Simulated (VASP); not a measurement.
BaTe:

```xyz
2
Lattice="0.0000 3.4549 3.4549 3.4549 0.0000 3.4549 3.4549 3.4549 0.0000" Properties=species:S:1:pos:R:3 pbc="T T T"
Ba    0.0000    0.0000    0.0000
Te    3.4549    3.4549    3.4549
```

This cell differs from its parent crystal: volume scaled by 1.04.

Base run:

| Property | Result |
| --- | --- |
| Program | VASP 6.6.1 |
| Functional | LDA |
| Potentials or basis | VASP PAW LDA potentials, release 64 (Ba_sv, Te) |
| Cutoff | 520 eV |
| k mesh | 7 × 7 × 7 |
| Occupations | fermi-dirac, width 0.05 eV |
| Spin | no spin polarisation |

Its results: band gap on the k mesh 1.35 eV, indirect (least direct gap 1.74 eV); pressure -0.2 GPa.

Problem. After a change of settings the same cell gave: band gap on the k mesh 1.48 eV, indirect (least direct gap 1.86 eV); pressure 2.6 GPa. Which change was it?
A. further incar settings from ALGO = Normal; EDIFF = 1e-06; NBANDS = 15 to ALGO = Normal; EDIFF = 1e-07; NBANDS = 15
B. functional from LDA to PBE; potentials or basis from VASP PAW LDA potentials, release 64 (Ba_sv, Te) to VASP PAW PBE potentials, release 64 (Ba_sv, Te); cutoff from 520 eV to 500 eV
C. functional from LDA to r2SCAN; potentials or basis from VASP PAW LDA potentials, release 64 (Ba_sv, Te) to VASP PAW PBE potentials, release 64 (Ba_sv, Te)
D. functional from LDA to PBEsol; potentials or basis from VASP PAW LDA potentials, release 64 (Ba_sv, Te) to VASP PAW PBE potentials, release 64 (Ba_sv, Te)

Solution. B.

Caveats: spin-orbit coupling is left out, which moves the levels of the heavy elements.
